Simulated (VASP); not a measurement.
# V (Im-3m) in VASP: further runs, part 2 of 2

VASP 6.6.1.

## 3. Single point, PBE

File INCAR:

```
SYSTEM = V
ALGO = Fast
EDIFF = 1E-6
ENCUT = 520
GGA = PE
ISIF = 2
ISMEAR = 0
LASPH = .True.
LCHARG = .True.
LELF = .True.
LREAL = .False.
LVHAR = .True.
LWAVE = .False.
NBANDS = 12
NELM = 100
PREC = Accurate
SIGMA = 0.1
```

File KPOINTS:

```
k-points
0
Gamma
  20 20 20
  0 0 0
```

File POSCAR:

```
V
1.0
   -1.5143500000      1.5143500000      1.5143500000
    1.5143500000     -1.5143500000      1.5143500000
    1.5143500000      1.5143500000     -1.5143500000
V
1
Direct
    0.0000000000      0.0000000000      0.0000000000
```

Potentials or basis: VASP PAW PBE potentials, release 64 (V_sv).

The run is started by

```sh
> cat potpaw_PBE.64/V_sv/POTCAR > POTCAR
> mpirun -np 1 vasp_std > vasp.out
```

Wall time 28 s (1 thread of Intel Xeon 6975P-C, shared host); peak memory 0.16 GiB.

The run converged. Its results:

```yaml
Free_energy: -8.9900 eV
Pressure: -5.2 GPa
```

Levels at points of the mesh, in eV from the Fermi level:
```csv
k point,band 4,band 5,band 6,band 7,band 8,band 9,band 10,band 11
"(0.00, 0.00, 0.00)",-37.11,-6.51,0.41,0.41,0.41,2.34,2.34,20.25
"(0.50, 0.00, 0.00)",-37.11,-3.07,-1.07,1.54,2.33,2.68,3.95,9.79
"(0.50, 0.50, 0.50)",-37.66,-2.85,-2.85,3.57,3.57,3.57,9.92,9.92
```

## 4. Single point, PBE (volume scaled by 1.06)

File INCAR:

```
  ALGO = Fast
  EDIFF = 1E-6
  ENCUT = 520
  GGA = PE
  ISIF = 2
  ISMEAR = 0
  LASPH = T
  LCHARG = F
  LREAL = F
  LWAVE = F
  NBANDS = 12
  NELM = 60
  PREC = Accurate
  SIGMA = 0.1
```

File KPOINTS:

```
k-points
0
Gamma
  20 20 20
```

File POSCAR:

```
V
1.0
   -1.5280026379      1.5280026379      1.5280026379
    1.5280026379     -1.5280026379      1.5280026379
    1.5280026379      1.5280026379     -1.5280026379
V
1
Direct
    0.0000000000      0.0000000000      0.0000000000
```

Potentials or basis: VASP PAW PBE potentials, release 64 (V_sv).

The run is started by

```sh
> cat potpaw_PBE.64/V_sv/POTCAR > POTCAR
> mpirun -np 1 vasp_std > vasp.out
```

OUTCAR:

```text
EDIFF = 1E-6
   ENCUT = 520
   GGA = PE
   ISIF = 2
   ISMEAR = 0
   LASPH = T
   LREAL = F
   NELM = 60
   PREC = Accurate

 ion  position               nearest neighbor table
   1  0.000  0.000  0.000-

  LATTYP: Found a body centered cubic cell.
 ALAT       =     3.0560052758

  Lattice vectors:

 A1 = (  -1.5280026379,   1.5280026379,   1.5280026379)
 A2 = (   1.5280026379,  -1.5280026379,   1.5280026379)
 A3 = (   1.5280026379,   1.5280026379,  -1.5280026379)

Analysis of symmetry for initial positions (statically):
[... 529 lines left out ...]
      4     -28.2034      2.00000
      5       5.4806      2.00000
      6       8.4218      2.00000
      7       8.7422      1.99977
      8      10.9194      0.00000
      9      11.5238      0.00000
     10      11.7568      0.00000
     11      22.8867      0.00000
     12      25.4968      0.00000

 [... further k-points ...]
[... 5 lines left out ...]
  --------------------------------------------------------------------------------------
  -------------------------------------------------------------------------------------
  Total       -0.8362291     -0.8362291     -0.8362291      0.0000000      0.0000000     -0.0000000
  in kB      -93.8865919    -93.8865919    -93.8865919      0.0000000      0.0000000     -0.0000000
  external PRESSURE =     -93.8865919 kB  Pullay stress =       0.0000000 kB

 VOLUME and BASIS-vectors are now :
 -----------------------------------------------------------------------------
  energy-cutoff  :      520.00
  volume of cell :       14.27
      direct lattice vectors                 reciprocal lattice vectors
    -1.528002638  1.528002638  1.528002638     0.000000000  0.327224566  0.327224566
     1.528002638 -1.528002638  1.528002638     0.327224566  0.000000000  0.327224566
     1.528002638  1.528002638 -1.528002638     0.327224566  0.327224566  0.000000000

 POSITION                                       TOTAL-FORCE (eV/Angst)
 -----------------------------------------------------------------------------------
      0.00000      0.00000      0.00000        -0.000000      0.000000     -0.000000
 -----------------------------------------------------------------------------------
    total drift:                                0.000000     -0.000000      0.000000

  FREE ENERGIE OF THE ION-ELECTRON SYSTEM (eV)
  ---------------------------------------------------
  free  energy   TOTEN  =        -8.9727416666 eV

  energy  without entropy=       -8.9634082493  energy(sigma->0) =       -8.96807496
```

OSZICAR:

```text
N       E                     dE             d eps       ncg     rms          rms(c)
DAV:   1     0.913072369524E+02    0.91307E+02   -0.70157E+03  6160   0.117E+03
DAV:   2    -0.916893460853E+01   -0.10048E+03   -0.97653E+02  6260   0.328E+02
DAV:   3    -0.104659508508E+02   -0.12970E+01   -0.12918E+01  6800   0.437E+01
DAV:   4    -0.104728017745E+02   -0.68509E-02   -0.68507E-02  6660   0.338E+00
DAV:   5    -0.104728870222E+02   -0.85248E-04   -0.85248E-04  6756   0.356E-01    0.169E+01
RMM:   6    -0.899153873818E+01    0.14813E+01   -0.35969E+00  6317   0.222E+01    0.127E+00
RMM:   7    -0.898081986154E+01    0.10719E-01   -0.77718E-02  6611   0.317E+00    0.820E-01
RMM:   8    -0.897264556936E+01    0.81743E-02   -0.80792E-03  6773   0.121E+00    0.428E-02
RMM:   9    -0.897274422151E+01   -0.98652E-04   -0.85193E-04  6991   0.392E-01    0.307E-02
RMM:  10    -0.897274530111E+01   -0.10796E-05   -0.80026E-05  6812   0.126E-01    0.235E-02
RMM:  11    -0.897274115429E+01    0.41468E-05   -0.24256E-05  6806   0.674E-02    0.347E-03
RMM:  12    -0.897274166657E+01   -0.51228E-06   -0.31061E-06  5471   0.299E-02
   1 F= -.89727417E+01 E0= -.89680750E+01  d E =-.933342E-02
```

stdout:

```text
POSCAR found type information on POSCAR V
 POSCAR found :  1 types and       1 ions
 scaLAPACK will be used
 LDA part: xc-table for (Slater+PW92), standard interpolation
 POSCAR, INCAR and KPOINTS ok, starting setup
 FFT: planning ... GRIDC
 FFT: planning ... GRID_SOFT
 FFT: planning ... GRID
 WAVECAR not read
 entering main loop
```

It took 30 s on 1 thread of Intel Xeon 6975P-C, shared host; peak memory 0.16 GiB.

Results:

```yaml
Free_energy: -8.9727 eV
Pressure: -9.4 GPa
```

## 5. Overview

```csv
cell,gap on the mesh (eV),pressure (GPa)
"a = 2.621 Å, angles 109.5°, 1 atom",none,-4.9
"a = 2.623 Å, angles 109.5°, 1 atom",none,-5.2
"a = 2.647 Å, angles 109.5°, 1 atom",none,-9.4
```

Alike in all rows: task single point; level PBE; potentials or basis VASP PAW PBE potentials, release 64 (V_sv); no spin polarisation; k mesh 20 × 20 × 20; cutoff (eV) 520; smearing gaussian 0.1 eV.

Absolute energies hang on the potentials; compare differences alone.
